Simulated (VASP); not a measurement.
Input of a VASP 6.6.1 run:

INCAR

```
SYSTEM = AlH4
ALGO = Normal
EDIFF = 1E-6
ENCUT = 520
GGA = PE
ISIF = 2
ISMEAR = 0
LASPH = .True.
LCHARG = .False.
LREAL = .False.
LWAVE = .False.
NBANDS = 12
NELM = 80
PREC = Accurate
SIGMA = 0.1
```

File KPOINTS:

```
k-points
0
Gamma
  6 6 6
  0 0 0
```

File POSCAR:

```
AlH4
1.0
    3.3861942521      0.0000000000      0.0000000000
    0.0000000000      3.3861942521      0.0000000000
    0.0000000000      0.0000000000      3.3861942521
Al H
1 4
Direct
    0.0000000000      0.0000000000      0.0000000000
    0.5000000000      0.0000000000      0.0000000000
    0.0000000000      0.5000000000      0.0000000000
    0.0000000000      0.0000000000      0.5000000000
    0.5000000000      0.5000000000      0.5000000000
```

Potentials or basis: VASP PAW PBE potentials, release 64 (Al, H).

Launch:

```console
$ cat potpaw_PBE.64/Al/POTCAR potpaw_PBE.64/H/POTCAR > POTCAR
$ mpirun -np 1 vasp_std > vasp.out
```

Q: Predict the band gap on the k mesh.

A: Zero (an odd number of electrons rules out a gap without spin polarisation).

Q: Estimate the pressure.

A: -0.4 GPa.
